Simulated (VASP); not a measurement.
# LaC (P1) in VASP: single point with r2SCAN

Aim: the single point of LaC with r2SCAN.

All numbers are computed with VASP 6.6.1; they aren't measurements. Logs are shortened: lines on timing, memory, paths and dates and some standing lists are left out, and cuts for length are marked.

## Step 1: The cell of the first run

The typed cell holds 2 atoms: a = 3.733 Å, b = 3.777 Å, c = 3.206 Å, α = 89.61°, β = 91.20°, γ = 121.17°.

## Step 2: Single point, r2SCAN (atoms moved at random and the cell strained at random)

Contents of POSCAR:

```
LaC
1.0
    3.7323195604     -0.0511706793     -0.0392337037
   -1.9104748884      3.2584816982      0.0126100290
   -0.0332938492     -0.0068658641      3.2055167353
La C
1 1
Direct
    0.0040983932     -0.0151172955     -0.0364906728
    0.6625682735      0.3484506288      0.5364906728
```

Contents of INCAR.step1:

```
PREC = Accurate
ENCUT = 520
ISMEAR = 0
SIGMA = 0.05
LREAL = False
LASPH = True
NELM = 100
NBANDS = 14
GGA = PE
ALGO = Normal
EDIFF = 1E-4
LWAVE = True
LCHARG = False
```

Contents of INCAR.step2:

```
PREC = Accurate
ENCUT = 520
EDIFF = 1E-6
ISMEAR = 0
SIGMA = 0.05
LREAL = False
LASPH = True
NELM = 100
ALGO = Normal
ISIF = 2
LWAVE = False
LCHARG = False
METAGGA = R2SCAN
LMIXTAU = True
NBANDS = 14
ISTART = 1
```

Contents of KPOINTS:

```
regular mesh
0
Gamma
  10 10 10
```

Potentials or basis: VASP PAW PBE potentials, release 64 (La, C).

Launch:

```console
> cat potpaw_PBE.64/La/POTCAR potpaw_PBE.64/C/POTCAR > POTCAR
> cp INCAR.step1 INCAR
> mpirun -np 1 vasp_std > vasp.out
> cp INCAR.step2 INCAR
> mpirun -np 1 vasp_std > vasp.out
```

OUTCAR:

```text
PREC = Accurate
   ENCUT = 520
   EDIFF = 1E-6
   ISMEAR = 0
   LREAL = False
   LASPH = True
   NELM = 100
   ISIF = 2
   METAGGA = R2SCAN
   ISTART = 1

 ion  position               nearest neighbor table
   1  0.004  0.985  0.964-   2 2.47   2 2.53   2 2.66   2 2.76   2 2.77
   2  0.663  0.348  0.536-   1 2.47   1 2.53   1 2.66   1 2.76   1 2.77

  LATTYP: Found a triclinic cell.
 ALAT       =     3.6887221095
 B/A-ratio  =     1.9218320418
 C/A-ratio  =     2.4737612976
 COS(alpha) =     0.0017259370
 COS(beta)  =     0.6213001912
 COS(gamma) =     0.7677049514

  Lattice vectors:

 A1 = (   1.8218446720,   3.2073110189,  -0.0266236747)
 A2 = (   5.5208703832,   3.1492744755,   3.1396593569)
 A3 = (  -0.0220425180,   6.4795244453,  -6.4250471163)

Analysis of symmetry for initial positions (statically):
=====================================================================
 Subroutine PRICEL returns:
 Original cell was already a primitive cell.

 Routine SETGRP: Setting up the symmetry group for a
 triclinic supercell.

 Subroutine GETGRP returns: Found  1 space group operations
 (whereof  1 operations were pure point group operations)
 out of a pool of  2 trial point group operations.

The static configuration has the point symmetry C_1 .

Analysis of symmetry for dynamics (positions and initial velocities):
=====================================================================
 Subroutine PRICEL returns:
 Original cell was already a primitive cell.

 Routine SETGRP: Setting up the symmetry group for a
 triclinic supercell.

 Subroutine GETGRP returns: Found  1 space group operations
 (whereof  1 operations were pure point group operations)
 out of a pool of  2 trial point group operations.

The dynamic configuration has the point symmetry C_1 .

 Subroutine INISYM returns: Found  1 space group operations
 (whereof  1 operations are pure point group operations),
 and found     1 'primitive' translations

----------------------------------------------------------------------------------------

                                     Primitive cell

  volume of cell :      38.6667

  direct lattice vectors                    reciprocal lattice vectors
     3.732319560 -0.051170679 -0.039233704     0.270134232  0.158369773  0.003144939
    -1.910474888  3.258481698  0.012610029     0.004249076  0.309379930  0.000706790
    -0.033293849 -0.006865864  3.205516735     0.003289574  0.000721301  0.311997895

  length of vectors
     3.732876508  3.777271011  3.205696985     0.313150729  0.309409915  0.312016071

  position of ions in fractional coordinates (direct lattice)
     0.004098393  0.984882705  0.963509327
     0.662568273  0.348450629  0.536490673

  ion indices of the primitive-cell ions
   primitive index   ion index
                 1           1
                 2           2

----------------------------------------------------------------------------------------

 KPOINTS: regular mesh

Automatic generation of k-mesh.
 Grid dimensions read from file:
 generate k-points for:   10   10   10

 Generating k-lattice:

  Cartesian coordinates                     Fractional coordinates (reciprocal lattice)
     0.027013423  0.015836977  0.000314494     0.100000000  0.000000000  0.000000000
     0.000424908  0.030937993  0.000070679     0.000000000  0.100000000  0.000000000
     0.000328957  0.000072130  0.031199790     0.000000000 -0.000000000  0.100000000

  Length of vectors
     0.031315073  0.030940992  0.031201607

  Shift w.r.t. Gamma in fractional coordinates (k-lattice)
     0.000000000  0.000000000  0.000000000

 Subroutine IBZKPT returns following result:
 ===========================================

 Found    504 irreducible k-points:

 Following reciprocal coordinates:
            Coordinates               Weight
  0.000000  0.000000  0.000000      1.000000
  0.100000 -0.000000 -0.000000      2.000000
  0.200000 -0.000000 -0.000000      2.000000
  0.300000 -0.000000 -0.000000      2.000000
  0.400000  0.000000 -0.000000      2.000000
  0.500000 -0.000000 -0.000000      1.000000
[... 16 lines left out ...]
 -0.400000  0.200000 -0.000000      2.000000
 -0.300000  0.200000  0.000000      2.000000
 [... further k-points ...]
   k-points           NKPTS =    504   k-points in BZ     NKDIM =    504   number of bands    NBANDS=     14
   number of dos      NEDOS =    301   number of ions     NIONS =      2
   total plane-waves  NPLWV =  18816
   dimension x,y,z NGX =    28 NGY =   28 NGZ =   24
   dimension x,y,z NGXF=    56 NGYF=   56 NGZF=   48
   ions per type =               1   1
   NGX,Y,Z   is equivalent  to a cutoff of  12.47, 12.32, 12.45 a.u.
   NGXF,Y,Z  is equivalent  to a cutoff of  24.94, 24.65, 24.89 a.u.
 SYSTEM =  unknown system
   PREC   = accura    normal or accurate (medium, high low for compatibility)
   ISTART =      1    job   : 0-new  1-cont  2-samecut
   ICHARG =      0    charge: 1-file 2-atom 10-const
   ISPIN  =      1    spin polarized calculation?
   LNONCOLLINEAR =      F non collinear calculations
   LSORBIT =      F    spin-orbit coupling
   LASPH  =      T    aspherical Exc in radial PAW
   ENCUT  =  520.0 eV  38.22 Ry    6.18 a.u.   6.94  7.02  5.96*2*pi/ulx,y,z
   NELM   =    100;   NELMIN=  2; NELMDL=  0     # of ELM steps
   EDIFF  = 0.1E-05   stopping-criterion for ELM
   LREAL  =      F    real-space projection
   EDIFFG = 0.1E-04   stopping-criterion for IOM
   NSW    =      0    number of steps for IOM
   IBRION =     -1    ionic relax: 0-MD 1-quasi-New 2-CG
   NFREE  =      0    steps in history (QN), initial steepest desc. (CG)
   ISIF   =      2    stress and relaxation
   ISYM   =      2    0-nonsym 1-usesym 2-fastsym
   POTIM  = 0.5000    time-step for ionic-motion
   TEBEG  =    0.0;   TEEND  =   0.0 temperature during run
   PSTRESS=    0.0 pullay stress
   NELECT =      15.0000    total number of electrons
   NUPDOWN=      -1.0000    fix difference up-down
   EMIN   =  10.00;   EMAX   =-10.00  energy-range for DOS
   EFERMI =   0.00;   METHOD = LEGACY
   ISMEAR =     0;   SIGMA  =   0.05  broadening in eV -4-tet -1-fermi 0-gaus
   EFERMI_NEDOS =   21; number of points for ismear=-14 and -15
   IALGO  =     38    algorithm
   IMIX   =      4    mixing-type and parameters
     AMIX     =   0.40;   BMIX     =  1.00
     AMIX_MAG =   1.60;   BMIX_MAG =  1.00
  volume/ion in A,a.u.               =      19.33       130.47
  Fermi-wavevector in a.u.,A,eV,Ry     =   1.193968  2.256273 19.395927  1.425560
  Thomas-Fermi vector in A             =   2.329970
   LORBIT       =      0    0 simple, 1 ext, 2 COOP (PROOUT), +10 PAW based schemes
   METAGGA = R2SCAN    functional components
   LHFCALC =     F    Hartree Fock is set to
   AEXX    =    0.0000 exact exchange contribution
   IVDW    =     0    specifies the selected vdW correction
   LEPSILON=     F    determine dielectric tensor
   LRPA    =     F    only Hartree local field effects (RPA)
 non-spin polarized calculation
 Gauss-broadening in eV      SIGMA  =   0.05
  energy-cutoff  :      520.00
  volume of cell :       38.67
 maximum number of plane-waves:      1062
   NGX = 13   NGY = 15   NGZ = 11

 number of electron      15.0000000 magnetization

 Free energy of the ion-electron system (eV)
  ---------------------------------------------------
  ext. energy  EPLUGINS =         0.00000000
  ---------------------------------------------------
  free energy    TOTEN  =       -38.74670762 eV

  energy without entropy =      -38.74381431  energy(sigma->0) =      -38.74526097

 E-fermi :   7.9339     XC(G=0): -11.1349

 val. band max:        7.9304616687   @ k =  -0.0000   0.4000  -0.0000
 cond. band min:       7.9409519471   @ k =   0.5000   0.3000   0.3000
 fundamental gap:      0.0104902785
 Fermi energy:         7.9339118554

 k-point     1 :       0.0000    0.0000    0.0000
  band No.  band energies     occupation
      1     -24.7915      2.00000
      2      -7.5625      2.00000
      3      -7.5253      2.00000
      4      -6.9716      2.00000
      5      -1.6481      2.00000
      6       6.5315      2.00000
      7       7.0041      2.00000
      8       7.5682      2.00000
      9       9.8313      0.00000
     10      10.8569      0.00000
     11      11.6006      0.00000
     12      11.6510      0.00000
     13      12.0697      0.00000
     14      12.1037      0.00000

 k-point     2 :       0.1000   -0.0000   -0.0000
  band No.  band energies     occupation
      1     -24.7741      2.00000
      2      -7.7456      2.00000
      3      -7.5891      2.00000
      4      -6.9463      2.00000
      5      -1.4440      2.00000
      6       6.4809      2.00000
      7       6.9224      2.00000
      8       7.7253      2.00000
      9       9.8234      0.00000
     10      10.9714      0.00000
     11      11.5980      0.00000
     12      11.6266      0.00000
     13      12.0821      0.00000
     14      12.1075      0.00000

 k-point     3 :       0.2000   -0.0000   -0.0000
  band No.  band energies     occupation
      1     -24.7281      2.00000
      2      -8.2290      2.00000
      3      -7.6844      2.00000
      4      -6.8896      2.00000
      5      -0.9829      2.00000
      6       6.1212      2.00000
      7       7.2382      2.00000
      8       8.0301      0.00650
      9       9.6312      0.00000
     10      11.0688      0.00000
     11      11.5728      0.00000
     12      11.7238      0.00000
     13      12.1049      0.00000
     14      12.1359      0.00000
[... 324 lines left out ...]
 k-point    23 :      -0.4000    0.2000   -0.0000
  band No.  band energies     occupation
      1     -24.6539      2.00000
      2      -8.7370      2.00000
      3      -8.0182      2.00000
      4      -6.8063      2.00000
      5      -0.3995      2.00000
      6       5.9168      2.00000
      7       7.9156      1.39488
      8       8.2176      0.00000
      9       9.4603      0.00000
     10      11.0560      0.00000
     11      11.5571      0.00000
     12      11.9529      0.00000
     13      12.1377      0.00000
     14      12.2433      0.00000

 k-point    24 :      -0.3000    0.2000    0.0000
  band No.  band energies     occupation
      1     -24.7010      2.00000
      2      -8.4456      2.00000
      3      -7.7849      2.00000
      4      -6.8607      2.00000
      5      -0.8103      2.00000
      6       5.9294      2.00000
      7       7.7228      2.00000
      8       8.1012      0.00000
      9       9.5471      0.00000
     10      11.2186      0.00000
     11      11.5387      0.00000
     12      11.7828      0.00000
     13      12.1184      0.00000
     14      12.1845      0.00000

 [... further k-points ...]

------------------------ aborting loop because EDIFF is reached ----------------------------------------

  FORCE on cell =-STRESS in cart. coord.  units (eV):
  Direction    XX          YY          ZZ          XY          YZ          ZX
  --------------------------------------------------------------------------------------
  -------------------------------------------------------------------------------------
  Total        0.3703145      0.6325285      0.9997338      0.2786577      0.2012487     -0.1757703
  in kB       15.3441906     26.2091746     41.4245345     11.5463400      8.3388554     -7.2831421
  external PRESSURE =      27.6592999 kB  Pullay stress =       0.0000000 kB

 VOLUME and BASIS-vectors are now :
 -----------------------------------------------------------------------------
  energy-cutoff  :      520.00
  volume of cell :       38.67
      direct lattice vectors                 reciprocal lattice vectors
     3.732319560 -0.051170679 -0.039233704     0.270134232  0.158369773  0.003144939
    -1.910474888  3.258481698  0.012610029     0.004249076  0.309379930  0.000706790
    -0.033293849 -0.006865864  3.205516735     0.003289574  0.000721301  0.311997895

 POSITION                                       TOTAL-FORCE (eV/Angst)
 -----------------------------------------------------------------------------------
     -1.89838      3.20240      3.10080        -0.164183      0.196391      0.228124
      1.78935      1.09783      1.69813         0.164183     -0.196391     -0.228124
 -----------------------------------------------------------------------------------
    total drift:                                0.000785      0.000848      0.004072

  FREE ENERGIE OF THE ION-ELECTRON SYSTEM (eV)
  ---------------------------------------------------
  free  energy   TOTEN  =       -38.7467076205 eV

  energy  without entropy=      -38.7438143142  energy(sigma->0) =      -38.74526097
```

Run time: 26 min. Hardware: 1 thread of Intel Xeon 8259CL, shared host; peak memory 0.46 GiB.

What came out:

| Item | Value |
| --- | --- |
| Free energy | -38.7467 eV |
| Pressure | 2.8 GPa |
| Largest force | 0.343 eV/Å |
| Band gap on the k mesh | zero (an odd number of electrons rules out a gap without spin polarisation) |

Forces in eV/Å, atoms in the order of the input:
```
La  -0.164  0.196  0.228
C    0.164 -0.196 -0.228
```

Stress tensor (GPa, compression positive):
```
 1.53  1.15 -0.73
 1.15  2.62  0.83
-0.73  0.83  4.14
```

Caveat: the cell differs from its parent crystal (atoms moved at random and the cell strained at random); the PAW data sets were made with another functional, which shifts forces and pressure a little; spin-orbit coupling is left out, which moves the levels of the heavy elements; an odd number of electrons without spin polarisation forces a metal; a magnetic or distorted state may lie lower.
